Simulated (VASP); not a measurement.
## Si: single point with LDA

Si, a slab with vacuum:

```xyz
2
Lattice="3.5850 0.0000 0.0000 -1.7925 3.1047 0.0000 0.0000 0.0000 28.0000" Properties=species:S:1:pos:R:3 pbc="T T T"
Si    0.0000    2.0698   14.0715
Si    1.7925    1.0349   13.9285
```

```json
{"Program": "VASP 6.6.1", "Task": "single point", "Functional": "LDA", "Potentials or basis": "VASP PAW LDA potentials, release 64 (Si)", "Cutoff": "520 eV", "k mesh": "15 × 15 × 1", "Occupations": "gaussian, width 0.1 eV", "Spin": "no spin polarisation"}
```

The largest force is 0.479 eV/Å and the band gap on the k mesh is zero (filled and empty bands touch).

Forces in eV/Å, atoms in the order of the input:
```
Si   0.000  0.000  0.479
Si   0.000  0.000 -0.479
```

Levels at points of the mesh, in eV from the Fermi level:
```
           k point  band 1  band 2  band 3  band 4  band 5  band 6  band 7  band 8
(0.00, 0.00, 0.00)  -12.35   -3.82   -1.42   -1.42    2.69    2.96    2.96    3.94
```

Wall time 82 s on 1 thread of Intel(R) Xeon(R) Platinum 8559C (Emerald Rapids) (shared host), peak memory 0.33 GiB.
